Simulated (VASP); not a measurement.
# BN (P6_3/mmc) in VASP: further runs, part 2 of 2

VASP 6.6.1.

## (3) Relaxation of the atoms, PBE

This run uses another cell than the first one, of 9.22 Å³/atom.

Input file INCAR:

```
SYSTEM = BN
ALGO     = Normal         ! electronic algorithm
EDIFF    = 1E-6           ! SCF threshold, eV
EDIFFG   = -0.02          ! ionic threshold
ENCUT    = 520            ! plane-wave cutoff, eV
GGA      = PE             ! functional
IBRION   = 2              ! ionic algorithm
ISIF     = 2              ! what is computed and relaxed
ISMEAR   = -1             ! smearing method
LASPH    = .True.         ! aspherical terms in the spheres
LCHARG   = .False.        ! write CHGCAR
LREAL    = .False.        ! projectors in reciprocal space
LWAVE    = .False.        ! write WAVECAR
NELM     = 100            ! most SCF steps
NSW      = 80             ! ionic steps
PREC     = Accurate       ! precision mode
SIGMA    = 0.02           ! smearing width, eV
```

Input file KPOINTS:

```
k-points
0
Gamma
  13 13 5
  0 0 0
```

Input file POSCAR:

```
BN
1.0
    2.5400000000      0.0000000000      0.0000000000
   -1.2700000000      2.1997045256      0.0000000000
    0.0000000000      0.0000000000      6.5980000000
B N
2 2
Direct
    0.3333333333      0.6666666667      0.2500000000
    0.6666666667      0.3333333333      0.7500000000
    0.3333333333      0.6666666667      0.7500000000
    0.6666666667      0.3333333333      0.2500000000
```

Potentials or basis: VASP PAW PBE potentials, release 64 (B, N).

Started as:

```bash
$ cat potpaw_PBE.64/B/POTCAR potpaw_PBE.64/N/POTCAR > POTCAR
$ mpirun -np 1 vasp_std > vasp.out
```

OUTCAR:

```text
SYSTEM = BN
   EDIFF = 1E-6
   EDIFFG = -0.02
   ENCUT = 520
   GGA = PE
   IBRION = 2
   ISIF = 2
   ISMEAR = -1
   LASPH = .True.
   LREAL = .False.
   NELM = 100
   NSW = 80
   PREC = Accurate

 ion  position               nearest neighbor table
   1  0.333  0.667  0.250-   4 1.47   4 1.47   4 1.47
   2  0.667  0.333  0.750-   3 1.47   3 1.47   3 1.47
   3  0.333  0.667  0.750-   2 1.47   2 1.47   2 1.47
   4  0.667  0.333  0.250-   1 1.47   1 1.47   1 1.47

  LATTYP: Found a hexagonal cell.
 ALAT       =     2.5400000000
 C/A-ratio  =     2.5976377953

  Lattice vectors:

 A1 = (   2.5400000000,   0.0000000000,   0.0000000000)
 A2 = (  -1.2700000000,   2.1997045256,   0.0000000000)
 A3 = (   0.0000000000,   0.0000000000,   6.5980000000)

Analysis of symmetry for initial positions (statically):
=====================================================================
 Subroutine PRICEL returns:
 Original cell was already a primitive cell.

 Routine SETGRP: Setting up the symmetry group for a
 hexagonal supercell.

 Subroutine GETGRP returns: Found 24 space group operations
 (whereof 12 operations were pure point group operations)
 out of a pool of 24 trial point group operations.

The static configuration has the point symmetry D_3d.
 The point group associated with its full space group is D_6h.

Analysis of symmetry for dynamics (positions and initial velocities):
=====================================================================
 Subroutine PRICEL returns:
 Original cell was already a primitive cell.

 Routine SETGRP: Setting up the symmetry group for a
 hexagonal supercell.

 Subroutine GETGRP returns: Found 24 space group operations
 (whereof 12 operations were pure point group operations)
 out of a pool of 24 trial point group operations.

The dynamic configuration has the point symmetry D_3d.
 The point group associated with its full space group is D_6h.

 Subroutine INISYM returns: Found 24 space group operations
 (whereof 12 operations are pure point group operations),
 and found     1 'primitive' translations

----------------------------------------------------------------------------------------

                                     Primitive cell

  volume of cell :      36.8647

  direct lattice vectors                    reciprocal lattice vectors
     2.540000000  0.000000000  0.000000000     0.393700787  0.227303256  0.000000000
    -1.270000000  2.199704526  0.000000000     0.000000000  0.454606511  0.000000000
     0.000000000  0.000000000  6.598000000     0.000000000  0.000000000  0.151561079

  length of vectors
     2.540000000  2.540000000  6.598000000     0.454606511  0.454606511  0.151561079

  position of ions in fractional coordinates (direct lattice)
     0.333333333  0.666666667  0.250000000
     0.666666667  0.333333333  0.750000000
     0.333333333  0.666666667  0.750000000
     0.666666667  0.333333333  0.250000000

  ion indices of the primitive-cell ions
   primitive index   ion index
                 1           1
                 2           2
                 3           3
                 4           4

[... 53 lines left out ...]
   k-points           NKPTS =     63   k-points in BZ     NKDIM =     63   number of bands    NBANDS=     12
   number of dos      NEDOS =    301   number of ions     NIONS =      4
   total plane-waves  NPLWV =  20000
   dimension x,y,z NGX =    20 NGY =   20 NGZ =   50
   dimension x,y,z NGXF=    40 NGYF=   40 NGZF=  100
   ions per type =               2   2
   NGX,Y,Z   is equivalent  to a cutoff of  13.09, 13.09, 12.60 a.u.
   NGXF,Y,Z  is equivalent  to a cutoff of  26.18, 26.18, 25.20 a.u.
 SYSTEM =  BN
   PREC   = accura    normal or accurate (medium, high low for compatibility)
   ISTART =      0    job   : 0-new  1-cont  2-samecut
   ICHARG =      2    charge: 1-file 2-atom 10-const
   ISPIN  =      1    spin polarized calculation?
   LNONCOLLINEAR =      F non collinear calculations
   LSORBIT =      F    spin-orbit coupling
   LASPH  =      T    aspherical Exc in radial PAW
   ENCUT  =  520.0 eV  38.22 Ry    6.18 a.u.   4.72  4.72 12.27*2*pi/ulx,y,z
   NELM   =    100;   NELMIN=  2; NELMDL= -5     # of ELM steps
   EDIFF  = 0.1E-05   stopping-criterion for ELM
   LREAL  =      F    real-space projection
   EDIFFG = -.2E-01   stopping-criterion for IOM
   NSW    =     80    number of steps for IOM
   IBRION =      2    ionic relax: 0-MD 1-quasi-New 2-CG
   NFREE  =      1    steps in history (QN), initial steepest desc. (CG)
   ISIF   =      2    stress and relaxation
   ISYM   =      2    0-nonsym 1-usesym 2-fastsym
   POTIM  = 0.5000    time-step for ionic-motion
   TEBEG  =    0.0;   TEEND  =   0.0 temperature during run
   PSTRESS=    0.0 pullay stress
   NELECT =      16.0000    total number of electrons
   NUPDOWN=      -1.0000    fix difference up-down
   EMIN   =  10.00;   EMAX   =-10.00  energy-range for DOS
   EFERMI =   0.00;   METHOD = LEGACY
   ISMEAR =    -1;   SIGMA  =   0.02  broadening in eV -4-tet -1-fermi 0-gaus
   EFERMI_NEDOS =   21; number of points for ismear=-14 and -15
   IALGO  =     38    algorithm
   IMIX   =      4    mixing-type and parameters
     AMIX     =   0.40;   BMIX     =  1.00
     AMIX_MAG =   1.60;   BMIX_MAG =  1.00
  volume/ion in A,a.u.               =       9.22        62.19
  Fermi-wavevector in a.u.,A,eV,Ry     =   1.239495  2.342305 20.903274  1.536347
  Thomas-Fermi vector in A             =   2.373976
   LORBIT       =      0    0 simple, 1 ext, 2 COOP (PROOUT), +10 PAW based schemes
   GGA     = PE    functional components
   LHFCALC =     F    Hartree Fock is set to
   AEXX    =    0.0000 exact exchange contribution
   IVDW    =     0    specifies the selected vdW correction
   LEPSILON=     F    determine dielectric tensor
   LRPA    =     F    only Hartree local field effects (RPA)
 conjugate gradient relaxation of ions
 non-spin polarized calculation
  energy-cutoff  :      520.00
  volume of cell :       36.86
 maximum number of plane-waves:      1007
 NGX is ok and might be reduce to    20
   NGX =  9   NGY =  9   NGZ = 25

 number of electron      16.0000000 magnetization

 Free energy of the ion-electron system (eV)
  ---------------------------------------------------
  ext. energy  EPLUGINS =         0.00000000
  ---------------------------------------------------
  free energy    TOTEN  =       -35.12467230 eV

  energy without entropy =      -35.12467230  energy(sigma->0) =      -35.12467230

 E-fermi :   2.6200     XC(G=0): -10.0243

 val. band max:        2.1903262588   @ k =   0.3077   0.3077   0.0000
 cond. band min:       6.3955661542   @ k =   0.4615   0.0769   0.0000
 fundamental gap:      4.2052398955
 Fermi energy:         2.6199753861

 k-point     1 :       0.0000    0.0000    0.0000
  band No.  band energies     occupation
      1     -15.4117      2.00000
      2     -15.0984      2.00000
      3      -3.8921      2.00000
      4      -1.6709      2.00000
      5       0.7642      2.00000
      6       0.7642      2.00000
      7       0.8070      2.00000
      8       0.8070      2.00000
      9       7.4318      0.00000
     10      12.3647      0.00000
     11      13.3331      0.00000
     12      13.3349      0.00000
[... 331 lines left out ...]
 k-point    24 :       0.1538   -0.0000    0.2000
  band No.  band energies     occupation
      1     -14.9404      2.00000
      2     -14.7005      2.00000
      3      -3.1140      2.00000
      4      -1.4063      2.00000
      5      -0.9150      2.00000
      6      -0.8649      2.00000
      7       0.0182      2.00000
      8       0.0626      2.00000
      9       8.6197      0.00000
     10      11.6004      0.00000
     11      12.8364      0.00000
     12      13.1027      0.00000

 [... further k-points ...]

------------------------ aborting loop because EDIFF is reached ----------------------------------------

  FORCE on cell =-STRESS in cart. coord.  units (eV):
  Direction    XX          YY          ZZ          XY          YZ          ZX
  --------------------------------------------------------------------------------------
  -------------------------------------------------------------------------------------
  Total       -2.5277520     -2.5277520      0.6732141      0.0000000      0.0000000      0.0000000
  in kB     -109.8587553   -109.8587553     29.2585929      0.0000000      0.0000000      0.0000000
  external PRESSURE =     -63.4863059 kB  Pullay stress =       0.0000000 kB

 VOLUME and BASIS-vectors are now :
 -----------------------------------------------------------------------------
  energy-cutoff  :      520.00
  volume of cell :       36.86
      direct lattice vectors                 reciprocal lattice vectors
     2.540000000  0.000000000  0.000000000     0.393700787  0.227303256  0.000000000
    -1.270000000  2.199704526  0.000000000     0.000000000  0.454606511  0.000000000
     0.000000000  0.000000000  6.598000000     0.000000000  0.000000000  0.151561079

 POSITION                                       TOTAL-FORCE (eV/Angst)
 -----------------------------------------------------------------------------------
     -0.00000      1.46647      1.64950        -0.000000      0.000000      0.000000
      1.27000      0.73323      4.94850         0.000000     -0.000000      0.000000
     -0.00000      1.46647      4.94850         0.000000      0.000000      0.000000
      1.27000      0.73323      1.64950        -0.000000      0.000000      0.000000
 -----------------------------------------------------------------------------------
    total drift:                               -0.000000      0.000000      0.000000

  FREE ENERGIE OF THE ION-ELECTRON SYSTEM (eV)
  ---------------------------------------------------
  free  energy   TOTEN  =       -35.1246723002 eV

  energy  without entropy=      -35.1246723001  energy(sigma->0) =      -35.12467230

 reached required accuracy - stopping structural energy minimisation
```

It took 27 s on 1 thread of Intel Xeon 8259CL, shared host; peak memory 0.16 GiB.

What came out:

* Free energy: -35.1247 eV
* Pressure after relaxing: -6.3 GPa
* Band gap on the k mesh: 4.21 eV (least direct gap 4.55 eV)

Stress tensor (GPa, compression positive):
```
-10.99   0.00   0.00
  0.00 -10.99   0.00
  0.00   0.00   2.93
```

Final structure:
```
B N
1.0
     2.54000    0.00000    0.00000
    -1.27000    2.19970    0.00000
     0.00000    0.00000    6.59800
B N
2 2
Direct
  0.33333 0.66667 0.25000
  0.66667 0.33333 0.75000
  0.33333 0.66667 0.75000
  0.66667 0.33333 0.25000
```

Levels at points of the mesh, in eV from the valence-band top:
```
           k point  band 4  band 5  band 6  band 7  band 8  band 9  band 10  band 11  band 12
(0.00, 0.00, 0.00)   -3.86   -1.43   -1.43   -1.38   -1.38    5.24    10.17    11.14    11.14
```

Caveat: the relaxation stopped at its first step, so nothing moved; an odd mesh through Γ misses points on the zone boundary, where band edges can lie; this functional lacks dispersion, which binds the layers, so the pressure and a relaxed spacing across them are unreliable.
